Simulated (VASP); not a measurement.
# MnO (Fm-3m) in VASP: notebook

The runs below take MnO through relaxation of cell and atoms, single point, with revPBE+D4, HSE06, PBE+D3(BJ).

Everything below comes from runs of VASP 6.6.1. Logs are shortened: lines on timing, memory, paths and dates and some standing lists are left out, and cuts for length are marked.

## Step 1: The cell of the first run

The structure is cubic, space group Fm-3m (No. 225). The conventional cell has a = 4.448 Å, b = 4.448 Å, c = 4.448 Å, α = 90.00°, β = 90.00°, γ = 90.00°. Mn (site symmetry m-3m) has 6 O at 2.22 Å within 2.9 Å. Within 2.9 Å of O (site symmetry m-3m) lie 6 Mn at 2.22 Å.

## Step 2: Relaxation of cell and atoms, revPBE+D4, collinear spin, ferromagnetic start

INCAR reads:

```
SYSTEM = MnO
PREC = Accurate
ENCUT = 600
EDIFF = 1E-6
ISMEAR = -1
SIGMA = 0.05
LREAL = .FALSE.
LASPH = .TRUE.
NELM = 150
ALGO = Normal
ISIF = 3
LWAVE = .FALSE.
LCHARG = .FALSE.
ISPIN = 2
MAGMOM = 4 0
LORBIT = 11
LMAXMIX = 4
GGA = RE
IVDW = 13
IBRION = 2
NSW = 80
EDIFFG = -0.02
```

KPOINTS reads:

```
Automatic mesh
0
G
  10 10 10
  0 0 0
```

POSCAR reads:

```
MnO
1.0
    0.0000000000      2.2239077028      2.2239077028
    2.2239077028      0.0000000000      2.2239077028
    2.2239077028      2.2239077028      0.0000000000
Mn O
1 1
Direct
    0.0000000000      0.0000000000      0.0000000000
    0.5000000000      0.5000000000      0.5000000000
```

Potentials or basis: VASP PAW PBE potentials, release 64 (Mn_pv, O).

Started as:

```
$ cat potpaw_PBE.64/Mn_pv/POTCAR potpaw_PBE.64/O/POTCAR > POTCAR
$ mpirun -np 1 vasp_std > vasp.out
```

OUTCAR:

```text
SYSTEM = MnO
   PREC = Accurate
   ENCUT = 600
   EDIFF = 1E-6
   ISMEAR = -1
   LREAL = .FALSE.
   LASPH = .TRUE.
   NELM = 150
   ISIF = 3
   ISPIN = 2
   LORBIT = 11
   GGA = RE
   IVDW = 13
   IBRION = 2
   NSW = 80
   EDIFFG = -0.02

 ion  position               nearest neighbor table
   1  0.000  0.000  0.000-   2 2.22   2 2.22   2 2.22   2 2.22   2 2.22   2 2.22
   2  0.500  0.500  0.500-   1 2.22   1 2.22   1 2.22   1 2.22   1 2.22   1 2.22

  LATTYP: Found a face centered cubic cell.
 ALAT       =     4.4478154056

  Lattice vectors:

 A1 = (   0.0000000000,   2.2239077028,   2.2239077028)
 A2 = (   2.2239077028,   0.0000000000,   2.2239077028)
 A3 = (   2.2239077028,   2.2239077028,   0.0000000000)

Analysis of symmetry for initial positions (statically):
=====================================================================
 Subroutine PRICEL returns:
 Original cell was already a primitive cell.

 Routine SETGRP: Setting up the symmetry group for a
 face centered cubic supercell.

 Subroutine GETGRP returns: Found 48 space group operations
 (whereof 48 operations were pure point group operations)
 out of a pool of 48 trial point group operations.

The static configuration has the point symmetry O_h .

Analysis of symmetry for dynamics (positions and initial velocities):
=====================================================================
 Subroutine PRICEL returns:
 Original cell was already a primitive cell.

 Routine SETGRP: Setting up the symmetry group for a
 face centered cubic supercell.

 Subroutine GETGRP returns: Found 48 space group operations
 (whereof 48 operations were pure point group operations)
 out of a pool of 48 trial point group operations.

The dynamic configuration has the point symmetry O_h .

Analysis of structural, dynamic, and magnetic symmetry:
=====================================================================
 Subroutine PRICEL returns:
 Original cell was already a primitive cell.

 Routine SETGRP: Setting up the symmetry group for a
 face centered cubic supercell.

 Subroutine GETGRP returns: Found 48 space group operations
 (whereof 48 operations were pure point group operations)
 out of a pool of 48 trial point group operations.

The overall configuration has the point symmetry O_h .

 Subroutine INISYM returns: Found 48 space group operations
 (whereof 48 operations are pure point group operations),
 and found     1 'primitive' translations

----------------------------------------------------------------------------------------

                                     Primitive cell

  volume of cell :      21.9979

  direct lattice vectors                    reciprocal lattice vectors
[... 108 lines left out ...]
  volume/ion in A,a.u.               =      11.00        74.22
  Fermi-wavevector in a.u.,A,eV,Ry     =   1.559071  2.946217 33.071721  2.430703
  Thomas-Fermi vector in A             =   2.662483
   LORBIT       =     11    0 simple, 1 ext, 2 COOP (PROOUT), +10 PAW based schemes
   GGA     = RE    functional components
   LHFCALC =     F    Hartree Fock is set to
   AEXX    =    0.0000 exact exchange contribution
   IVDW    =    13    specifies the selected vdW correction
   LEPSILON=     F    determine dielectric tensor
   LRPA    =     F    only Hartree local field effects (RPA)
 conjugate gradient relaxation of ions
 spin polarized calculation
  energy-cutoff  :      600.00
  volume of cell :       22.00
 maximum number of plane-waves:       754
 NGX is ok and might be reduce to    28
   NGX = 13   NGY = 13   NGZ = 13

--------------------------------------- Ionic step        1  -------------------------------------------

 number of electron      18.9999997 magnetization       4.8128043

 Free energy of the ion-electron system (eV)
  ---------------------------------------------------
  ext. energy  EPLUGINS =         0.00000000
  ---------------------------------------------------
  free energy    TOTEN  =       -15.80348834 eV

  energy without entropy =      -15.79702596  energy(sigma->0) =      -15.80025715

------------------------ aborting loop because EDIFF is reached ----------------------------------------

  DFT-D4 for vdW energy calculation

  Edisp (eV):   -1.18603
[... 71 lines left out ...]
--------------------------------------- Ionic step        3  -------------------------------------------

 number of electron      19.0000002 magnetization       4.7968632

 Free energy of the ion-electron system (eV)
  ---------------------------------------------------
  ext. energy  EPLUGINS =         0.00000000
  ---------------------------------------------------
  free energy    TOTEN  =       -15.79168768 eV

  energy without entropy =      -15.78497662  energy(sigma->0) =      -15.78833215

 E-fermi :   7.8678     XC(G=0): -11.7832

 val. band max:        7.8522292438   @ k =   0.5000   0.1000   0.0000
 cond. band min:       7.8725103155   @ k =   0.4000   0.0000   0.0000
 fundamental gap:      0.0202810717
 Fermi energy:         7.8678436738

 spin component 1

 k-point     1 :       0.0000    0.0000    0.0000
  band No.  band energies     occupation
      1     -42.5976      1.00000
      2     -42.5976      1.00000
      3     -42.5976      1.00000
      4     -12.6002      1.00000
      5       4.0491      1.00000
      6       4.0491      1.00000
      7       4.0491      1.00000
      8       4.5727      1.00000
      9       4.5727      1.00000
     10       4.5727      1.00000
     11       5.1144      1.00000
     12       5.1144      1.00000
     13       7.3898      0.99993
     14      21.8510      0.00000
[... 403 lines left out ...]
      4     -11.7593      1.00000
      5       0.5854      1.00000
      6       2.5002      1.00000
      7       2.7752      1.00000
      8       4.0923      1.00000
      9       5.5824      1.00000
     10       5.8322      1.00000
     11       5.9992      1.00000
     12       6.3998      1.00000
     13      12.7551      0.00000
     14      16.7780      0.00000
     15      18.1419      0.00000

 [... further k-points ...]

 spin component 2

 k-point     1 :       0.0000    0.0000    0.0000
  band No.  band energies     occupation
      1     -37.8764      1.00000
      2     -37.8764      1.00000
      3     -37.8764      1.00000
      4     -12.1511      1.00000
      5       4.4377      1.00000
      6       4.4377      1.00000
      7       4.4377      1.00000
      8       8.6649      0.00000
      9       8.6649      0.00000
     10       8.6649      0.00000
     11       8.8060      0.00000
     12       9.2905      0.00000
     13       9.2905      0.00000
     14      22.5740      0.00000
[... 448 lines left out ...]
  FREE ENERGIE OF THE ION-ELECTRON SYSTEM (eV)
  ---------------------------------------------------
  free  energy   TOTEN  =       -16.9919339138 eV

  energy  without entropy=      -16.9852228475  energy(sigma->0) =      -16.98857838

 reached required accuracy - stopping structural energy minimisation

 total charge

# of ion       s       p       d       tot
------------------------------------------
    1        0.203   6.180   4.979  11.361
    2        1.561   3.434   0.000   4.995
--------------------------------------------------
tot          1.763   9.614   4.979  16.356

 magnetization (x)

# of ion       s       p       d       tot
------------------------------------------
    1        0.034   0.027   4.295   4.356
    2        0.030   0.172   0.000   0.202
--------------------------------------------------
tot          0.064   0.200   4.295   4.558
```

CONTCAR:

```text
MnO
   1.00000000000000
    -0.0000000000000000    2.2120073188681615    2.2120073188681615
     2.2120073188681615    0.0000000000000000    2.2120073188681615
     2.2120073188681615    2.2120073188681615   -0.0000000000000000
  Mn              O
     1     1
Direct
     0.0000000000000000    0.0000000000000000    0.0000000000000000
     0.5000000000000000    0.5000000000000000    0.5000000000000000

  0.00000000E+00  0.00000000E+00  0.00000000E+00
  0.00000000E+00  0.00000000E+00  0.00000000E+00
```

It took 3.5 min on 1 thread of AMD EPYC 7R13, shared host; peak memory 0.17 GiB.

What came out:

```
Free energy                                           : -16.9919 eV
Relaxed volume                                        : 10.82 Å³/atom
Relaxed cell                                          : a = 3.128 Å, b = 3.128 Å, c = 3.128 Å, α = 60.00°, β = 60.00°, γ = 60.00°
Space group after relaxing (to 0.1 Å)                 : Fm-3m (No. 225)
Energy gained by relaxing                             : 1.2 meV/atom
Ionic steps                                           : 3
Pressure after relaxing                               : 0.1 GPa
Net moment                                            : 4.80 μB per cell
Site moments                                          : Mn +4.36; O +0.20 μB
Valence electrons inside the program's atomic spheres : Mn 11.36; O 5.00
Dispersion energy per atom                            : -0.600 eV
```

Step by step:
```
step  energy change (eV)  largest force (eV/Å)  pressure (GPa)  volume (Å³)
   1              0.0000                0.0000           -2.21        22.00
   2             -0.0021                0.0000            0.78        21.52
   3             -0.0024                0.0000            0.06        21.65
```

Final structure:
```xyz
2
Lattice="0.0000 2.2120 2.2120 2.2120 0.0000 2.2120 2.2120 2.2120 0.0000" Properties=species:S:1:pos:R:3 pbc="T T T"
Mn    0.0000    0.0000    0.0000
O     2.2120    2.2120    2.2120
```

Levels at points of the mesh, in eV from the Fermi level:
Spin up:
```
           k point  band 10  band 11  band 12  band 13  band 14  band 15
(0.00, 0.00, 0.00)    -3.30    -2.75    -2.75    -0.48    13.98    16.44
(0.50, 0.00, 0.00)    -1.93     0.20     0.20     3.50     7.87    11.99
(0.50, 0.50, 0.00)    -2.10    -2.10    -1.95     5.13     7.91    10.45
```
Spin down:
```csv
k point,band 3,band 4,band 5,band 6,band 7,band 8,band 9,band 10,band 11,band 12
"(0.00, 0.00, 0.00)",-45.74,-20.02,-3.43,-3.43,-3.43,0.80,0.80,0.80,0.94,1.42
"(0.50, 0.00, 0.00)",-45.75,-19.05,-7.46,-4.93,-4.93,2.00,2.05,2.05,3.73,3.73
"(0.50, 0.50, 0.00)",-45.77,-19.08,-6.52,-4.41,-4.41,-0.81,2.02,2.24,2.49,2.49
```

Caveat: the PAW data sets were made with another functional, which shifts forces and pressure a little; a cell with one magnetic atom can't hold antiferromagnetic order, which such compounds often take; semilocal functionals often make such compounds metallic where correlation or magnetic order opens a gap, which also shifts bond lengths. With open d or f shells a metallic result of revPBE can be an artefact of self-interaction; +U or a hybrid may open a gap.

## Step 3: Single point, HSE06, collinear spin, ferromagnetic start

POSCAR is that of step 2.

INCAR.step1 reads:

```
ALGO = Normal ; EDIFF = 1E-5
ENCUT = 520 ; GGA = PE
GGA_COMPAT = False ; ISIF = 2
ISMEAR = -1 ; ISPIN = 2
LASPH = True ; LCHARG = False
LMAXMIX = 4 ; LORBIT = 11
LREAL = False ; LWAVE = True
MAGMOM = 4 0 ; NBANDS = 22
NELM = 200 ; PREC = Accurate
SIGMA = 0.05
```

INCAR.step2 reads:

```
ALGO = Normal ; EDIFF = 1E-6
ENCUT = 520 ; GGA = PE
GGA_COMPAT = False ; HFSCREEN = 0.2079
ISIF = 2 ; ISMEAR = -1
ISPIN = 2 ; ISTART = 1
LASPH = True ; LCHARG = False
LHFCALC = True ; LMAXMIX = 4
LORBIT = 11 ; LREAL = False
LWAVE = False ; MAGMOM = 4 0
NBANDS = 22 ; NELM = 200
PREC = Accurate ; PRECFOCK = Normal
SIGMA = 0.05
```

KPOINTS reads:

```
k-points
0
Gamma
  5 5 5
```

Potentials or basis: VASP PAW PBE potentials, release 64 (Mn_sv, O).

Started as:

```
$ cat potpaw_PBE.64/Mn_sv/POTCAR potpaw_PBE.64/O/POTCAR > POTCAR
$ cp INCAR.step1 INCAR
$ mpirun -np 1 vasp_std > vasp.out
$ cp INCAR.step2 INCAR
$ mpirun -np 1 vasp_std > vasp.out
```

Run time: 29 min. Hardware: 1 thread of Intel Xeon Platinum 8259CL at 2.50GHz (Skylake/Cascade Lake), shared host; peak memory 0.25 GiB.

It converged, with:

```
Free energy                                           : -23.8378 eV
Pressure                                              : -0.9 GPa
Band gap on the k mesh                                : 1.43 eV (least direct gap 4.05 eV)
Net moment                                            : 5.00 μB per cell
Site moments                                          : Mn +4.41; O +0.20 μB
Valence electrons inside the program's atomic spheres : Mn 12.79; O 5.04
```

Levels at points of the mesh, in eV from the valence-band top:
Spin up:
```tsv
k point	band 9	band 10	band 11	band 12	band 13	band 14	band 15	band 16	band 17	band 18
(0.00, 0.00, 0.00)	-3.46	-3.46	-3.26	-3.26	-3.26	1.43	16.09	18.52	18.52	18.52
```
Spin down:
| k point | band 6 | band 7 | band 8 | band 9 | band 10 | band 11 |
| --- | --- | --- | --- | --- | --- | --- |
| (0.00, 0.00, 0.00) | -2.62 | -2.62 | -2.62 | 2.90 | 4.26 | 4.26 |

Caveat: the k points lie up to 0.49 Å⁻¹ apart; the PAW data sets were made with another functional, which shifts forces and pressure a little; an odd mesh through Γ misses points on the zone boundary, where band edges can lie; a cell with one magnetic atom can't hold antiferromagnetic order, which such compounds often take.

## Step 4: Single point, HSE06, collinear spin, ferromagnetic start

This run uses another cell than the first one, of 10.56 Å³/atom.

POSCAR reads:

```
MnO
1.0
    0.0000000000      2.1938512115      2.1938512115
    2.1938512115      0.0000000000      2.1938512115
    2.1938512115      2.1938512115      0.0000000000
Mn O
1 1
Direct
    0.0000000000      0.0000000000      0.0000000000
    0.5000000000      0.5000000000      0.5000000000
```

INCAR.step1 reads:

```
  ALGO = Normal
  EDIFF = 1E-5
  ENCUT = 520
  GGA = PE
  ISIF = 2
  ISMEAR = -1
  ISPIN = 2
  LASPH = T
  LCHARG = F
  LMAXMIX = 4
  LORBIT = 11
  LREAL = F
  LWAVE = T
  MAGMOM = 4 0
  NBANDS = 20
  NELM = 150
  PREC = Accurate
  SIGMA = 0.05
```

INCAR.step2 reads:

```
  ALGO = Normal
  EDIFF = 1E-7
  ENCUT = 520
  GGA = PE
  HFSCREEN = 0.2079
  ISIF = 2
  ISMEAR = -1
  ISPIN = 2
  ISTART = 1
  LASPH = T
  LCHARG = F
  LHFCALC = T
  LMAXMIX = 4
  LORBIT = 11
  LREAL = F
  LWAVE = F
  MAGMOM = 4 0
  NBANDS = 20
  NELM = 150
  PREC = Accurate
  PRECFOCK = Normal
  SIGMA = 0.05
```

KPOINTS is that of step 3.

Potentials or basis: VASP PAW PBE potentials, release 64 (Mn_pv, O).

Started as:

```
$ cat potpaw_PBE.64/Mn_pv/POTCAR potpaw_PBE.64/O/POTCAR > POTCAR
$ cp INCAR.step1 INCAR
$ mpirun -np 1 vasp_std > vasp.out
$ cp INCAR.step2 INCAR
$ mpirun -np 1 vasp_std > vasp.out
```

OUTCAR:

```text
EDIFF = 1E-7
   ENCUT = 520
   GGA = PE
   HFSCREEN = 0.2079
   ISIF = 2
   ISMEAR = -1
   ISPIN = 2
   ISTART = 1
   LASPH = T
   LHFCALC = T
   LORBIT = 11
   LREAL = F
   NELM = 150
   PREC = Accurate
   PRECFOCK = Normal

 ion  position               nearest neighbor table
   1  0.000  0.000  0.000-   2 2.19   2 2.19   2 2.19   2 2.19   2 2.19   2 2.19
   2  0.500  0.500  0.500-   1 2.19   1 2.19   1 2.19   1 2.19   1 2.19   1 2.19

  LATTYP: Found a face centered cubic cell.
 ALAT       =     4.3877024230

  Lattice vectors:

 A1 = (   0.0000000000,   2.1938512115,   2.1938512115)
 A2 = (   2.1938512115,   0.0000000000,   2.1938512115)
 A3 = (   2.1938512115,   2.1938512115,   0.0000000000)

Analysis of symmetry for initial positions (statically):
=====================================================================
 Subroutine PRICEL returns:
 Original cell was already a primitive cell.

 Routine SETGRP: Setting up the symmetry group for a
 face centered cubic supercell.
[... 419 lines left out ...]
      3     -40.1595      1.00000
      4     -14.5302      1.00000
      5       3.7533      1.00000
      6       3.7533      1.00000
[... 219 lines left out ...]
     19      36.7565      0.00000
     20      37.6156      0.00000

------------------------ aborting loop because EDIFF is reached ----------------------------------------

  FORCE on cell =-STRESS in cart. coord.  units (eV):
  Direction    XX          YY          ZZ          XY          YZ          ZX
  --------------------------------------------------------------------------------------
  -------------------------------------------------------------------------------------
  Total        1.1834044      1.1834044      1.1834044     -0.0000000     -0.0000000      0.0000000
  in kB       89.7826159     89.7826159     89.7826159     -0.0000000     -0.0000000      0.0000000
  external PRESSURE =      89.7826159 kB  Pullay stress =       0.0000000 kB

 VOLUME and BASIS-vectors are now :
 -----------------------------------------------------------------------------
  energy-cutoff  :      520.00
  volume of cell :       21.12
      direct lattice vectors                 reciprocal lattice vectors
     0.000000000  2.193851212  2.193851212    -0.227909713  0.227909713  0.227909713
     2.193851212  0.000000000  2.193851212     0.227909713 -0.227909713  0.227909713
     2.193851212  2.193851212  0.000000000     0.227909713  0.227909713 -0.227909713

 POSITION                                       TOTAL-FORCE (eV/Angst)
 -----------------------------------------------------------------------------------
      0.00000      0.00000      0.00000        -0.000000     -0.000000      0.000000
      2.19385      2.19385      2.19385         0.000000      0.000000      0.000000
 -----------------------------------------------------------------------------------
    total drift:                               -0.000002      0.000002      0.000001

  FREE ENERGIE OF THE ION-ELECTRON SYSTEM (eV)
  ---------------------------------------------------
  free  energy   TOTEN  =       -23.7321060027 eV

  energy  without entropy=      -23.7321059900  energy(sigma->0) =      -23.73210600

 total charge

# of ion       s       p       d       tot
------------------------------------------
    1        0.205   6.191   4.971  11.366
    2        1.557   3.503   0.000   5.060
--------------------------------------------------
tot          1.762   9.693   4.971  16.426

 magnetization (x)

# of ion       s       p       d       tot
------------------------------------------
    1        0.025   0.020   4.530   4.575
    2        0.027   0.183   0.000   0.210
--------------------------------------------------
tot          0.052   0.203   4.530   4.785
```

Wall time 61 min (1 thread of Intel Xeon 8259CL, shared host); peak memory 0.26 GiB.

Results:

```
Free energy                                           : -23.7321 eV
Pressure                                              : 9.0 GPa
Band gap on the k mesh                                : 1.54 eV (least direct gap 4.36 eV)
Net moment                                            : 5.00 μB per cell
Site moments                                          : Mn +4.58; O +0.21 μB
Valence electrons inside the program's atomic spheres : Mn 11.37; O 5.06
```

Caveat: the k points lie up to 0.50 Å⁻¹ apart; the PAW data sets were made with another functional, which shifts forces and pressure a little; an odd mesh through Γ misses points on the zone boundary, where band edges can lie; a cell with one magnetic atom can't hold antiferromagnetic order, which such compounds often take.

(Continued in part 2 of 2.)

The gap in the log of VASP goes by the Fermi energy; the results here count the filled bands.